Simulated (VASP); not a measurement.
# Ga (I4_1/amd) in VASP: relaxation of cell and atoms with LDA

Aim: the relaxation of cell and atoms of Ga with LDA.

Everything below comes from runs of VASP 6.6.1. Logs are shortened: lines on timing, memory, paths and dates and some standing lists are left out, and cuts for length are marked.

## (1) The cell of the first run

It takes space group I4_1/amd (No. 141, tetragonal). The conventional cell has a = 4.461 Å, b = 4.461 Å, c = 2.454 Å, α = 90.00°, β = 90.00°, γ = 90.00°. Ga (site symmetry -4m2) has 10 Ga at 2.31 to 2.89 Å within 3.1 Å.

## (2) Relaxation of cell and atoms, LDA, target pressure 57 GPa, at which the enthalpy is minimised

File INCAR:

```
SYSTEM = Ga
ALGO = Normal
EDIFF = 1E-7
EDIFFG = -0.005
ENCUT = 600
IBRION = 2
ISIF = 3
ISMEAR = -1
LASPH = .True.
LCHARG = .False.
LREAL = .False.
LWAVE = .False.
NELM = 80
NSW = 60
PREC = Accurate
PSTRESS = 570.0
SIGMA = 0.08
```

File KPOINTS:

```
k-points
0
Gamma
  17 17 17
  0 0 0
```

File POSCAR:

```
Ga
1.0
   -2.2305780552      2.2305780552      1.2268179304
    2.2305780552     -2.2305780552      1.2268179304
    2.2305780552      2.2305780552     -1.2268179304
Ga
2
Direct
   -0.3750000000     -0.1250000000     -0.2500000000
    0.3750000000      0.1250000000      0.2500000000
```

Potentials or basis: VASP PAW LDA potentials, release 64 (Ga_d).

Command:

```bash
$ cat potpaw_LDA.64/Ga_d/POTCAR > POTCAR
$ mpirun -np 1 vasp_std > vasp.out
```

OUTCAR:

```text
SYSTEM = Ga
   EDIFF = 1E-7
   EDIFFG = -0.005
   ENCUT = 600
   IBRION = 2
   ISIF = 3
   ISMEAR = -1
   LASPH = .True.
   LREAL = .False.
   NELM = 80
   NSW = 60
   PREC = Accurate
   PSTRESS = 570.0

 ion  position               nearest neighbor table
   1  0.625  0.875  0.750-   2 2.31   2 2.31   2 2.31   2 2.31   2 2.89   2 2.89   2 2.89   2 2.89

   2  0.375  0.125  0.250-   1 2.31   1 2.31   1 2.31   1 2.31   1 2.89   1 2.89   1 2.89   1 2.89

  LATTYP: Found a body centered tetragonal cell.
 ALAT       =     4.4611561104
 C/A-ratio  =     0.5500000000

  Lattice vectors:

 A1 = (  -2.2305780552,   2.2305780552,   1.2268179304)
 A2 = (   2.2305780552,  -2.2305780552,   1.2268179304)
 A3 = (   2.2305780552,   2.2305780552,  -1.2268179304)

Analysis of symmetry for initial positions (statically):
=====================================================================
 Subroutine PRICEL returns:
 Original cell was already a primitive cell.

 Routine SETGRP: Setting up the symmetry group for a
 body centered tetragonal supercell.

 Subroutine GETGRP returns: Found 16 space group operations
 (whereof  4 operations were pure point group operations)
 out of a pool of 16 trial point group operations.

The static configuration has the point symmetry C_2h.
 The point group associated with its full space group is D_4h.

Analysis of symmetry for dynamics (positions and initial velocities):
=====================================================================
 Subroutine PRICEL returns:
 Original cell was already a primitive cell.

 Routine SETGRP: Setting up the symmetry group for a
 body centered tetragonal supercell.

 Subroutine GETGRP returns: Found 16 space group operations
 (whereof  4 operations were pure point group operations)
 out of a pool of 16 trial point group operations.

The dynamic configuration has the point symmetry C_2h.
 The point group associated with its full space group is D_4h.

 Subroutine INISYM returns: Found 16 space group operations
 (whereof  4 operations are pure point group operations),
 and found     1 'primitive' translations

----------------------------------------------------------------------------------------

                                     Primitive cell

  volume of cell :      24.4160

  direct lattice vectors                    reciprocal lattice vectors
    -2.230578055  2.230578055  1.226817930     0.000000000  0.224157141  0.407558438
     2.230578055 -2.230578055  1.226817930     0.224157141  0.000000000  0.407558438
     2.230578055  2.230578055 -1.226817930     0.224157141  0.224157141  0.000000000

  length of vectors
     3.384677112  3.384677112  3.384677112     0.465134717  0.465134717  0.317006069

  position of ions in fractional coordinates (direct lattice)
     0.625000000  0.875000000  0.750000000
     0.375000000  0.125000000  0.250000000
[... 62 lines left out ...]
   dimension x,y,z NGX =    28 NGY =   28 NGZ =   28
   dimension x,y,z NGXF=    56 NGYF=   56 NGZF=   56
   ions per type =               2
   NGX,Y,Z   is equivalent  to a cutoff of  13.75, 13.75, 13.75 a.u.
   NGXF,Y,Z  is equivalent  to a cutoff of  27.51, 27.51, 27.51 a.u.
 SYSTEM =  Ga
   PREC   = accura    normal or accurate (medium, high low for compatibility)
   ISTART =      0    job   : 0-new  1-cont  2-samecut
   ICHARG =      2    charge: 1-file 2-atom 10-const
   ISPIN  =      1    spin polarized calculation?
   LNONCOLLINEAR =      F non collinear calculations
   LSORBIT =      F    spin-orbit coupling
   LASPH  =      T    aspherical Exc in radial PAW
   ENCUT  =  600.0 eV  44.10 Ry    6.64 a.u.   6.76  6.76  6.76*2*pi/ulx,y,z
   NELM   =     80;   NELMIN=  2; NELMDL= -5     # of ELM steps
   EDIFF  = 0.1E-06   stopping-criterion for ELM
   LREAL  =      F    real-space projection
   EDIFFG = -.5E-02   stopping-criterion for IOM
   NSW    =     60    number of steps for IOM
   IBRION =      2    ionic relax: 0-MD 1-quasi-New 2-CG
   NFREE  =      1    steps in history (QN), initial steepest desc. (CG)
   ISIF   =      3    stress and relaxation
   ISYM   =      2    0-nonsym 1-usesym 2-fastsym
   POTIM  = 0.5000    time-step for ionic-motion
   TEBEG  =    0.0;   TEEND  =   0.0 temperature during run
   PSTRESS=  570.0 pullay stress
   NELECT =      26.0000    total number of electrons
   NUPDOWN=      -1.0000    fix difference up-down
   EMIN   =  10.00;   EMAX   =-10.00  energy-range for DOS
   EFERMI =   0.00;   METHOD = LEGACY
   ISMEAR =    -1;   SIGMA  =   0.08  broadening in eV -4-tet -1-fermi 0-gaus
   EFERMI_NEDOS =   21; number of points for ismear=-14 and -15
   IALGO  =     38    algorithm
   IMIX   =      4    mixing-type and parameters
     AMIX     =   0.40;   BMIX     =  1.00
     AMIX_MAG =   1.60;   BMIX_MAG =  1.00
  volume/ion in A,a.u.               =      12.21        82.38
  Fermi-wavevector in a.u.,A,eV,Ry     =   1.671761  3.159171 38.025375  2.794786
  Thomas-Fermi vector in A             =   2.757027
   LORBIT       =      0    0 simple, 1 ext, 2 COOP (PROOUT), +10 PAW based schemes
   GGA     = CA    functional components
   LHFCALC =     F    Hartree Fock is set to
   AEXX    =    0.0000 exact exchange contribution
   IVDW    =     0    specifies the selected vdW correction
   LEPSILON=     F    determine dielectric tensor
   LRPA    =     F    only Hartree local field effects (RPA)
 conjugate gradient relaxation of ions
 non-spin polarized calculation
  energy-cutoff  :      600.00
  volume of cell :       24.42
 maximum number of plane-waves:       826
   NGX = 13   NGY = 13   NGZ = 13

--------------------------------------- Ionic step        1  -------------------------------------------

 number of electron      26.0000010 magnetization

 Free energy of the ion-electron system (eV)
  ---------------------------------------------------
  ext. energy  EPLUGINS =         0.00000000
  ---------------------------------------------------
  free energy    TOTEN  =        -5.54253827 eV

  energy without entropy =       -5.52733580  energy(sigma->0) =       -5.53493704

 E-fermi :  10.0376     XC(G=0): -13.6956

 val. band max:       10.0343977353   @ k =  -0.3529  -0.3529   0.1176
 cond. band min:      10.0385676559   @ k =  -0.4118  -0.4706   0.1176
 fundamental gap:      0.0041699206
 Fermi energy:        10.0375765115

 k-point     1 :       0.0000    0.0000    0.0000
  band No.  band energies     occupation
      1      -6.3123      2.00000
      2      -6.2303      2.00000
      3      -5.9551      2.00000
      4      -5.9532      2.00000
      5      -5.2823      2.00000
      6      -5.2823      2.00000
[... 622 lines left out ...]
--------------------------------------- Ionic step        5  -------------------------------------------

 number of electron      25.9999998 magnetization

 Free energy of the ion-electron system (eV)
  ---------------------------------------------------
  ext. energy  EPLUGINS =         0.00000000
  ---------------------------------------------------
  free energy    TOTEN  =        -5.73046779 eV

  energy without entropy =       -5.71523789  energy(sigma->0) =       -5.72285284

 E-fermi :   9.8226     XC(G=0): -13.5938

 val. band max:        9.8099155502   @ k =  -0.3529  -0.3529   0.1765
 cond. band min:       9.8259244608   @ k =  -0.1176  -0.2941   0.1176
 fundamental gap:      0.0160089107
 Fermi energy:         9.8225789317

 k-point     1 :       0.0000    0.0000    0.0000
  band No.  band energies     occupation
      1      -6.4381      2.00000
      2      -6.3497      2.00000
      3      -6.2652      2.00000
      4      -6.2557      2.00000
      5      -5.4227      2.00000
      6      -5.4227      2.00000
[... 504 lines left out ...]
  energy  without entropy=       -5.7152378894  energy(sigma->0) =       -5.72285284

  enthalpy is  TOTEN    =         3.1010645674 eV   P V=        8.8315323584

 reached required accuracy - stopping structural energy minimisation
```

CONTCAR:

```text
Ga
   1.00000000000000
    -2.2823168258891107    2.2823168258891107    1.1914064196773573
     2.2823168258891107   -2.2823168258891107    1.1914064196773573
     2.2823168258891107    2.2823168258891107   -1.1914064196773573
  Ga
     2
Direct
     0.6250000000000000    0.8750000000000000    0.7500000000000000
     0.3750000000000000    0.1250000000000000    0.2500000000000000

  0.00000000E+00  0.00000000E+00  0.00000000E+00
  0.00000000E+00  0.00000000E+00  0.00000000E+00
```

Wall time 5.1 min (1 thread of AMD EPYC 9R45 (Zen 5), shared host); peak memory 0.26 GiB.

What came out:

```yaml
Free_energy: -5.7305 eV
Relaxed_volume: 12.41 Å³/atom
Relaxed_cell: a = 3.441 Å, b = 3.441 Å, c = 3.441 Å, α = 96.89°, β = 96.89°, γ = 139.48°
Space_group_after_relaxing_to_0.1_Å: I4_1/amd (No. 141)
Energy_change_on_relaxing_the_run_minimises_the_enthalpy: -94.0 meV/atom
Ionic_steps: 5
Pressure_after_relaxing: 57.0 GPa
Band_gap_on_the_k_mesh: zero (bands 13 and 14 overlap by 10.40 eV)
```

The path:
| step | energy change (eV) | largest force (eV/Å) | pressure (GPa) | volume (Å³) |
| --- | --- | --- | --- | --- |
| 1 | 0.0000 | 0.0000 | 62.90 | 24.42 |
| 2 | -0.5638 | 0.0000 | 44.31 | 26.02 |
| 3 | -0.2941 | 0.0000 | 53.34 | 25.16 |
| 4 | -0.1457 | 0.0000 | 58.45 | 24.71 |
| 5 | -0.1879 | 0.0000 | 57.04 | 24.82 |

Final structure:
```
Ga
1.0
    -2.28232    2.28232    1.19141
     2.28232   -2.28232    1.19141
     2.28232    2.28232   -1.19141
Ga
2
Direct
  0.62500 0.87500 0.75000
  0.37500 0.12500 0.25000
```

Caveat: the cell is relaxed towards a set pressure, so the run minimises the enthalpy, not the energy.
